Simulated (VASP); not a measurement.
# AsAu (F-43m) in VASP: further runs

Runs on AsAu. Level: PBEsol. Tasks: single point.

All numbers are computed with VASP 6.6.1; they aren't measurements. Logs are shortened: lines on timing, memory, paths and dates and some standing lists are left out, and cuts for length are marked.

## (1) The cell of the first run

The structure is cubic, space group F-43m (No. 216). Conventional cell: a = 5.158 Å, b = 5.158 Å, c = 5.158 Å, α = 90.00°, β = 90.00°, γ = 90.00°. Within 3.0 Å of Au (site symmetry -43m) lie 4 As at 2.23 Å. Within 3.0 Å of As (site symmetry -43m) lie 4 Au at 2.23 Å.

## (2) Single point, PBEsol

INCAR reads:

```
  PREC = Accurate
  ENCUT = 520
  EDIFF = 1E-6
  ISMEAR = 0
  SIGMA = 0.05
  LREAL = F
  LASPH = T
  NELM = 100
  ALGO = Normal
  ISIF = 2
  LWAVE = F
  LCHARG = F
  GGA = PS
  NBANDS = 15
```

KPOINTS reads:

```
regular mesh
0
Gamma
  10 10 10
```

POSCAR reads:

```
AsAu
1.0
    0.0000000000      2.5788220490      2.5788220490
    2.5788220490      0.0000000000      2.5788220490
    2.5788220490      2.5788220490      0.0000000000
Au As
1 1
Direct
    0.0000000000      0.0000000000      0.0000000000
    0.2500000000      0.2500000000      0.2500000000
```

Potentials or basis: VASP PAW PBE potentials, release 64 (Au, As).

Launch:

```console
> cat potpaw_PBE.64/Au/POTCAR potpaw_PBE.64/As/POTCAR > POTCAR
> mpirun -np 1 vasp_std > vasp.out
```

OUTCAR:

```text
PREC = Accurate
   ENCUT = 520
   EDIFF = 1E-6
   ISMEAR = 0
   LREAL = F
   LASPH = T
   NELM = 100
   ISIF = 2
   GGA = PS

 ion  position               nearest neighbor table
   1  0.000  0.000  0.000-   2 2.23   2 2.23   2 2.23   2 2.23
   2  0.250  0.250  0.250-   1 2.23   1 2.23   1 2.23   1 2.23

  LATTYP: Found a face centered cubic cell.
 ALAT       =     5.1576440980

  Lattice vectors:

 A1 = (   0.0000000000,   2.5788220490,   2.5788220490)
 A2 = (   2.5788220490,   0.0000000000,   2.5788220490)
 A3 = (   2.5788220490,   2.5788220490,   0.0000000000)

Analysis of symmetry for initial positions (statically):
=====================================================================
 Subroutine PRICEL returns:
 Original cell was already a primitive cell.

 Routine SETGRP: Setting up the symmetry group for a
 face centered cubic supercell.

 Subroutine GETGRP returns: Found 24 space group operations
 (whereof 24 operations were pure point group operations)
 out of a pool of 48 trial point group operations.

The static configuration has the point symmetry T_d .

Analysis of symmetry for dynamics (positions and initial velocities):
=====================================================================
 Subroutine PRICEL returns:
 Original cell was already a primitive cell.

 Routine SETGRP: Setting up the symmetry group for a
 face centered cubic supercell.

 Subroutine GETGRP returns: Found 24 space group operations
 (whereof 24 operations were pure point group operations)
 out of a pool of 48 trial point group operations.

The dynamic configuration has the point symmetry T_d .

 Subroutine INISYM returns: Found 24 space group operations
 (whereof 24 operations are pure point group operations),
 and found     1 'primitive' translations

----------------------------------------------------------------------------------------

                                     Primitive cell

  volume of cell :      34.3000

  direct lattice vectors                    reciprocal lattice vectors
     0.000000000  2.578822049  2.578822049    -0.193886973  0.193886973  0.193886973
     2.578822049  0.000000000  2.578822049     0.193886973 -0.193886973  0.193886973
     2.578822049  2.578822049  0.000000000     0.193886973  0.193886973 -0.193886973

  length of vectors
     3.647005117  3.647005117  3.647005117     0.335822087  0.335822087  0.335822087

  position of ions in fractional coordinates (direct lattice)
     0.000000000  0.000000000  0.000000000
     0.250000000  0.250000000  0.250000000

  ion indices of the primitive-cell ions
   primitive index   ion index
                 1           1
[... 86 lines left out ...]
   EMIN   =  10.00;   EMAX   =-10.00  energy-range for DOS
   EFERMI =   0.00;   METHOD = LEGACY
   ISMEAR =     0;   SIGMA  =   0.05  broadening in eV -4-tet -1-fermi 0-gaus
   EFERMI_NEDOS =   21; number of points for ismear=-14 and -15
   IALGO  =     38    algorithm
   IMIX   =      4    mixing-type and parameters
     AMIX     =   0.40;   BMIX     =  1.00
     AMIX_MAG =   1.60;   BMIX_MAG =  1.00
  volume/ion in A,a.u.               =      17.15       115.73
  Fermi-wavevector in a.u.,A,eV,Ry     =   1.269648  2.399287 21.932686  1.612007
  Thomas-Fermi vector in A             =   2.402678
   LORBIT       =      0    0 simple, 1 ext, 2 COOP (PROOUT), +10 PAW based schemes
   GGA     = PS    functional components
   LHFCALC =     F    Hartree Fock is set to
   AEXX    =    0.0000 exact exchange contribution
   IVDW    =     0    specifies the selected vdW correction
   LEPSILON=     F    determine dielectric tensor
   LRPA    =     F    only Hartree local field effects (RPA)
 non-spin polarized calculation
 Gauss-broadening in eV      SIGMA  =   0.05
  energy-cutoff  :      520.00
  volume of cell :       34.30
 maximum number of plane-waves:       941
   NGX = 13   NGY = 13   NGZ = 13

 number of electron      15.9999999 magnetization

 Free energy of the ion-electron system (eV)
  ---------------------------------------------------
  ext. energy  EPLUGINS =         0.00000000
  ---------------------------------------------------
  free energy    TOTEN  =        -6.61696958 eV

  energy without entropy =       -6.61528791  energy(sigma->0) =       -6.61612874

 E-fermi :   8.7390     XC(G=0): -11.7261

 val. band max:        8.7339291517   @ k =   0.3000   0.2000   0.1000
 cond. band min:       8.9710053822   @ k =  -0.3000   0.3000   0.1000
 fundamental gap:      0.2370762305
 Fermi energy:         8.7389767494

 k-point     1 :       0.0000    0.0000    0.0000
  band No.  band energies     occupation
      1      -6.3043      2.00000
      2       0.5695      2.00000
      3       0.5695      2.00000
      4       0.5695      2.00000
      5       2.6583      2.00000
      6       2.6583      2.00000
      7      11.9821      0.00000
      8      13.1675      0.00000
      9      13.1675      0.00000
     10      13.1675      0.00000
     11      15.7370      0.00000
     12      15.7370      0.00000
     13      15.7370      0.00000
     14      20.2179      0.00000
[... 401 lines left out ...]
      2      -0.0126      2.00000
      3       1.5765      2.00000
      4       1.6291      2.00000
      5       2.4771      2.00000
      6       2.9939      2.00000
      7       6.2120      2.00000
      8       7.9525      2.00000
      9       8.0440      2.00000
     10      13.7403      0.00000
     11      14.9397      0.00000
     12      19.6791      0.00000
     13      20.3493      0.00000
     14      22.0996      0.00000
     15      22.9583      0.00000

 [... further k-points ...]

------------------------ aborting loop because EDIFF is reached ----------------------------------------

  FORCE on cell =-STRESS in cart. coord.  units (eV):
  Direction    XX          YY          ZZ          XY          YZ          ZX
  --------------------------------------------------------------------------------------
  -------------------------------------------------------------------------------------
  Total       13.4492011     13.4492011     13.4492011      0.0000000      0.0000000      0.0000000
  in kB      628.2217219    628.2217219    628.2217219      0.0000000      0.0000000      0.0000000
  external PRESSURE =     628.2217219 kB  Pullay stress =       0.0000000 kB

 VOLUME and BASIS-vectors are now :
 -----------------------------------------------------------------------------
  energy-cutoff  :      520.00
  volume of cell :       34.30
      direct lattice vectors                 reciprocal lattice vectors
     0.000000000  2.578822049  2.578822049    -0.193886973  0.193886973  0.193886973
     2.578822049  0.000000000  2.578822049     0.193886973 -0.193886973  0.193886973
     2.578822049  2.578822049  0.000000000     0.193886973  0.193886973 -0.193886973

 POSITION                                       TOTAL-FORCE (eV/Angst)
 -----------------------------------------------------------------------------------
      0.00000      0.00000      0.00000         0.000000     -0.000000      0.000000
      1.28941      1.28941      1.28941        -0.000000      0.000000     -0.000000
 -----------------------------------------------------------------------------------
    total drift:                               -0.000000     -0.000000     -0.000000

  FREE ENERGIE OF THE ION-ELECTRON SYSTEM (eV)
  ---------------------------------------------------
  free  energy   TOTEN  =        -6.6169695757 eV

  energy  without entropy=       -6.6152879123  energy(sigma->0) =       -6.61612874
```

OSZICAR:

```text
N       E                     dE             d eps       ncg     rms          rms(c)
DAV:   1     0.753544756815E+02    0.75354E+02   -0.76515E+03  1474   0.977E+02
DAV:   2    -0.600606604633E+01   -0.81361E+02   -0.76096E+02  1697   0.206E+02
DAV:   3    -0.772656740920E+01   -0.17205E+01   -0.17157E+01  1767   0.295E+01
DAV:   4    -0.773442514027E+01   -0.78577E-02   -0.78573E-02  1697   0.219E+00
DAV:   5    -0.773450883552E+01   -0.83695E-04   -0.83696E-04  1844   0.230E-01    0.175E+01
DAV:   6    -0.669508942185E+01    0.10394E+01   -0.27114E+00  1494   0.179E+01    0.102E+01
DAV:   7    -0.664189885351E+01    0.53191E-01   -0.16139E-01  1550   0.295E+00    0.505E+00
DAV:   8    -0.661714296524E+01    0.24756E-01   -0.67735E-03  1606   0.561E-01    0.232E-01
DAV:   9    -0.661695862023E+01    0.18435E-03   -0.47747E-04  1816   0.236E-01    0.975E-02
DAV:  10    -0.661697340874E+01   -0.14789E-04   -0.42422E-05  1606   0.458E-02    0.247E-02
DAV:  11    -0.661696965536E+01    0.37534E-05   -0.32116E-06  1683   0.147E-02    0.494E-03
DAV:  12    -0.661696957572E+01    0.79637E-07   -0.48809E-07  1027   0.452E-03
   1 F= -.66169696E+01 E0= -.66161287E+01  d E =-.168166E-02
```

stdout:

```text
POSCAR found type information on POSCAR AuAs
 POSCAR found :  2 types and       2 ions
 scaLAPACK will be used
 -----------------------------------------------------------------------------
|                                                                             |
|                                                                             |
|     You enforced a specific xc type in the INCAR file but a different       |
|     I HOPE YOU KNOW WHAT YOU ARE DOING!                                     |
|                                                                             |
 -----------------------------------------------------------------------------

 LDA part: xc-table for (Slater+PW92), standard interpolation
 POSCAR, INCAR and KPOINTS ok, starting setup
 FFT: planning ... GRIDC
 FFT: planning ... GRID_SOFT
 FFT: planning ... GRID
 WAVECAR not read
 entering main loop
```

It took 27 s on 1 thread of Intel Xeon Platinum 8488C (Sapphire Rapids), shared host; peak memory 0.17 GiB.

Results:

```yaml
Free_energy: -6.6170 eV
Pressure: 62.8 GPa
Band_gap_on_the_k_mesh: zero (band 8 reaches 13.17 eV, above the bottom of band 9 at 6.79 eV)
```

Caveat: the PAW data sets were made with another functional, which shifts forces and pressure a little; spin-orbit coupling is left out, which moves the levels of the heavy elements.

## (3) Single point, PBEsol

This run uses another cell than the first one, of 19.21 Å³/atom, 1.120 times its volume.

INCAR is that of step 2.

KPOINTS reads:

```
Automatic mesh
0
Gamma
  10 10 10
```

POSCAR reads:

```
AsAu
1.0
    0.0000000000      2.6781036558      2.6781036558
    2.6781036558      0.0000000000      2.6781036558
    2.6781036558      2.6781036558      0.0000000000
Au As
1 1
Direct
    0.0000000000      0.0000000000      0.0000000000
    0.2500000000      0.2500000000      0.2500000000
```

Potentials or basis: VASP PAW PBE potentials, release 64 (Au, As).

Launch:

```console
> cat potpaw_PBE.64/Au/POTCAR potpaw_PBE.64/As/POTCAR > POTCAR
> mpirun -np 1 vasp_std > vasp.out
```

Wall time 31 s (1 thread of Intel Xeon Platinum 8488C (Sapphire Rapids), shared host); peak memory 0.17 GiB.

Results (log left out):

* Free energy: -7.7806 eV
* Pressure: 30.6 GPa
* Band gap on the k mesh: zero (band 8 reaches 10.93 eV, above the bottom of band 9 at 5.47 eV)

Levels at points of the mesh, in eV from the Fermi level:
```csv
k point,band 4,band 5,band 6,band 7,band 8,band 9,band 10,band 11,band 12,band 13
"(0.00, 0.00, 0.00)",-7.24,-5.41,-5.41,2.78,3.85,3.85,3.85,6.80,6.80,6.80
"(0.50, 0.00, 0.00)",-6.57,-5.24,-5.24,-4.66,1.31,1.31,3.85,8.27,8.27,9.34
"(0.50, 0.50, 0.00)",-5.90,-5.04,-4.88,-4.19,-1.61,-1.61,4.80,5.10,12.91,12.91
```

Caveat: the PAW data sets were made with another functional, which shifts forces and pressure a little; spin-orbit coupling is left out, which moves the levels of the heavy elements.

## (4) Single point, PBEsol

This run uses another cell than the first one, of 21.51 Å³/atom, 1.254 times its volume.

INCAR reads:

```
PREC = Accurate
ENCUT = 520
EDIFF = 1E-7
ISMEAR = 0
SIGMA = 0.05
LREAL = False
LASPH = True
NELM = 80
ALGO = Normal
ISIF = 2
LWAVE = False
LCHARG = False
GGA = PS
NBANDS = 15
```

KPOINTS reads:

```
regular mesh
0
Gamma
  10 10 10
```

POSCAR reads:

```
AsAu
1.0
    0.0000000000      2.7812074874      2.7812074874
    2.7812074874      0.0000000000      2.7812074874
    2.7812074874      2.7812074874      0.0000000000
Au As
1 1
Direct
    0.0000000000      0.0000000000      0.0000000000
    0.2500000000      0.2500000000      0.2500000000
```

Potentials or basis: VASP PAW PBE potentials, release 64 (Au, As).

Launch:

```console
> cat potpaw_PBE.64/Au/POTCAR potpaw_PBE.64/As/POTCAR > POTCAR
> mpirun -np 1 vasp_std > vasp.out
```

OUTCAR:

```text
PREC = Accurate
   ENCUT = 520
   EDIFF = 1E-7
   ISMEAR = 0
   LREAL = False
   LASPH = True
   NELM = 80
   ISIF = 2
   GGA = PS

 ion  position               nearest neighbor table
   1  0.000  0.000  0.000-   2 2.41   2 2.41   2 2.41   2 2.41
   2  0.250  0.250  0.250-   1 2.41   1 2.41   1 2.41   1 2.41

  LATTYP: Found a face centered cubic cell.
 ALAT       =     5.5624149748

  Lattice vectors:

 A1 = (   0.0000000000,   2.7812074874,   2.7812074874)
 A2 = (   2.7812074874,   0.0000000000,   2.7812074874)
 A3 = (   2.7812074874,   2.7812074874,   0.0000000000)

Analysis of symmetry for initial positions (statically):
=====================================================================
 Subroutine PRICEL returns:
 Original cell was already a primitive cell.

 Routine SETGRP: Setting up the symmetry group for a
 face centered cubic supercell.

 Subroutine GETGRP returns: Found 24 space group operations
 (whereof 24 operations were pure point group operations)
 out of a pool of 48 trial point group operations.

The static configuration has the point symmetry T_d .

[... 173 lines left out ...]
      4      -0.8161      2.00000
      5       0.7798      2.00000
      6       0.7798      2.00000
      7       7.8695      0.00000
      8       8.9113      0.00000
      9       8.9113      0.00000
     10       8.9113      0.00000
     11      12.2384      0.00000
     12      12.2384      0.00000
     13      12.2384      0.00000
     14      15.9908      0.00000
[... 401 lines left out ...]
      2      -1.2265      2.00000
      3      -0.0747      2.00000
      4      -0.0579      2.00000
      5       0.6680      2.00000
      6       1.0039      2.00000
      7       3.3356      2.00000
      8       4.9978      2.00000
      9       5.1981      2.00000
     10      10.2118      0.00000
     11      11.1380      0.00000
     12      15.1868      0.00000
     13      16.2522      0.00000
     14      17.4946      0.00000
     15      18.9911      0.00000

 [... further k-points ...]

------------------------ aborting loop because EDIFF is reached ----------------------------------------

  FORCE on cell =-STRESS in cart. coord.  units (eV):
  Direction    XX          YY          ZZ          XY          YZ          ZX
  --------------------------------------------------------------------------------------
  -------------------------------------------------------------------------------------
  Total        2.7785674      2.7785674      2.7785674      0.0000000      0.0000000      0.0000000
  in kB      103.4668813    103.4668813    103.4668813      0.0000000      0.0000000      0.0000000
  external PRESSURE =     103.4668813 kB  Pullay stress =       0.0000000 kB

 VOLUME and BASIS-vectors are now :
 -----------------------------------------------------------------------------
  energy-cutoff  :      520.00
  volume of cell :       43.03
      direct lattice vectors                 reciprocal lattice vectors
     0.000000000  2.781207487  2.781207487    -0.179778029  0.179778029  0.179778029
     2.781207487  0.000000000  2.781207487     0.179778029 -0.179778029  0.179778029
     2.781207487  2.781207487  0.000000000     0.179778029  0.179778029 -0.179778029

 POSITION                                       TOTAL-FORCE (eV/Angst)
 -----------------------------------------------------------------------------------
      0.00000      0.00000      0.00000         0.000000      0.000000      0.000000
      1.39060      1.39060      1.39060        -0.000000     -0.000000     -0.000000
 -----------------------------------------------------------------------------------
    total drift:                                0.000000      0.000000      0.000000

  FREE ENERGIE OF THE ION-ELECTRON SYSTEM (eV)
  ---------------------------------------------------
  free  energy   TOTEN  =        -8.3416426046 eV

  energy  without entropy=       -8.3398023397  energy(sigma->0) =       -8.34072247
```

OSZICAR:

```text
N       E                     dE             d eps       ncg     rms          rms(c)
DAV:   1     0.692814725298E+02    0.69281E+02   -0.72624E+03  1458   0.939E+02
DAV:   2    -0.744386809625E+01   -0.76725E+02   -0.70961E+02  1739   0.194E+02
DAV:   3    -0.926566849215E+01   -0.18218E+01   -0.18157E+01  1718   0.291E+01
DAV:   4    -0.927557760830E+01   -0.99091E-02   -0.99086E-02  1739   0.234E+00
DAV:   5    -0.927569438554E+01   -0.11678E-03   -0.11678E-03  1795   0.261E-01    0.108E+01
DAV:   6    -0.839276116562E+01    0.88293E+00   -0.31878E+00  1445   0.180E+01    0.724E+00
DAV:   7    -0.835964669097E+01    0.33114E-01   -0.14426E-01  1438   0.352E+00    0.383E+00
DAV:   8    -0.834227053222E+01    0.17376E-01   -0.15157E-02  1676   0.745E-01    0.306E-01
DAV:   9    -0.834166782838E+01    0.60270E-03   -0.11782E-03  1697   0.356E-01    0.134E-01
DAV:  10    -0.834164559172E+01    0.22237E-04   -0.26052E-04  1599   0.103E-01    0.421E-02
DAV:  11    -0.834164305356E+01    0.25382E-05   -0.14586E-05  1739   0.301E-02    0.551E-03
DAV:  12    -0.834164272747E+01    0.32609E-06   -0.17583E-06  1613   0.727E-03    0.382E-03
DAV:  13    -0.834164259394E+01    0.13353E-06   -0.18057E-07  1593   0.341E-03    0.424E-04
DAV:  14    -0.834164260464E+01   -0.10703E-07   -0.19450E-08   880   0.984E-04
   1 F= -.83416426E+01 E0= -.83407225E+01  d E =-.184026E-02
```

stdout:

```text
POSCAR found type information on POSCAR AuAs
 POSCAR found :  2 types and       2 ions
 scaLAPACK will be used
 -----------------------------------------------------------------------------
|                                                                             |
|                                                                             |
|     You enforced a specific xc type in the INCAR file but a different       |
|     I HOPE YOU KNOW WHAT YOU ARE DOING!                                     |
|                                                                             |
 -----------------------------------------------------------------------------

 LDA part: xc-table for (Slater+PW92), standard interpolation
 POSCAR, INCAR and KPOINTS ok, starting setup
 FFT: planning ... GRIDC
 FFT: planning ... GRID_SOFT
 FFT: planning ... GRID
 WAVECAR not read
 entering main loop
```

Wall time 43 s (1 thread of Intel Xeon Platinum 8488C (Sapphire Rapids), shared host); peak memory 0.19 GiB.

Results:

```yaml
Free_energy: -8.3416 eV
Pressure: 10.3 GPa
Band_gap_on_the_k_mesh: zero (band 8 reaches 8.91 eV, above the bottom of band 9 at 4.29 eV)
```

Caveat: the PAW data sets were made with another functional, which shifts forces and pressure a little; spin-orbit coupling is left out, which moves the levels of the heavy elements.

(Part 1 of 2 ends here.)
